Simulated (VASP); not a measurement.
Write the native input for VASP 6.6.1 that does the following.

- Task: relaxation of cell and atoms
- Functional: PBE
- Potentials or basis: VASP PAW PBE potentials, release 64 (Mg, Si, N)
- Cutoff: 600 eV
- k mesh: 12 × 10 × 6
- Occupations: gaussian, width 0.1 eV
- Spin: no spin polarisation
- Dipole correction: no
- Further INCAR settings: ALGO = Normal; EDIFF = 1e-06; IBRION = 2; EDIFFG = -0.01; NSW = 100; ISIF = 3

The structure of MgSiN lies in POSCAR:

```
MgSiN
1.0
    2.9644641344      0.0000000000      0.0000000000
    0.0000000000      3.8118311716      0.0000000000
    0.0000000000      0.0000000000      8.4808013502
Mg Si N
2 2 2
Direct
    0.5000000000      0.5000000000      0.8756683146
    0.0000000000      0.0000000000      0.1243316854
    0.0000000000      0.5000000000      0.5837752996
    0.5000000000      0.0000000000      0.4162247004
    0.5000000000      0.5000000000      0.4575676658
    0.0000000000      0.0000000000      0.5424323342
```

The cell was generated, and may not be a known phase.

These files were run (other wordings do the same):

INCAR

```
  PREC = Accurate
  ENCUT = 600
  EDIFF = 1E-6
  ISMEAR = 0
  SIGMA = 0.1
  LREAL = F
  LASPH = T
  NELM = 80
  ALGO = Normal
  ISIF = 3
  LWAVE = F
  LCHARG = F
  GGA = PE
  IBRION = 2
  NSW = 100
  EDIFFG = -0.01
```

KPOINTS

```
Automatic mesh
0
Gamma
  12 10 6
```

Potentials or basis: VASP PAW PBE potentials, release 64 (Mg, Si, N).

Command:

```bash
$ cat potpaw_PBE.64/Mg/POTCAR potpaw_PBE.64/Si/POTCAR potpaw_PBE.64/N/POTCAR > POTCAR
$ mpirun -np 1 vasp_std > vasp.out
```

Results of the run:

```json
{"Relaxed volume": "16.05 Å³/atom", "Relaxed cell": "a = 2.963 Å, b = 3.810 Å, c = 8.529 Å, α = 90.00°, β = 90.00°, γ = 90.00°", "Space group after relaxing (to 0.1 Å)": "Pmmn (No. 59)", "Energy gained by relaxing": "0.3 meV/atom", "Ionic steps": "8", "Pressure after relaxing": "0.0 GPa", "Largest force after relaxing": "0.003 eV/Å", "Band gap on the k mesh": "zero (bands 11 and 12 overlap by 3.00 eV)"}
```

It took 15 min on 1 thread of Intel(R) Xeon(R) Platinum 8259CL CPU @ 2.50GHz (Skylake/Cascade Lake) (shared host), peak memory 0.46 GiB.
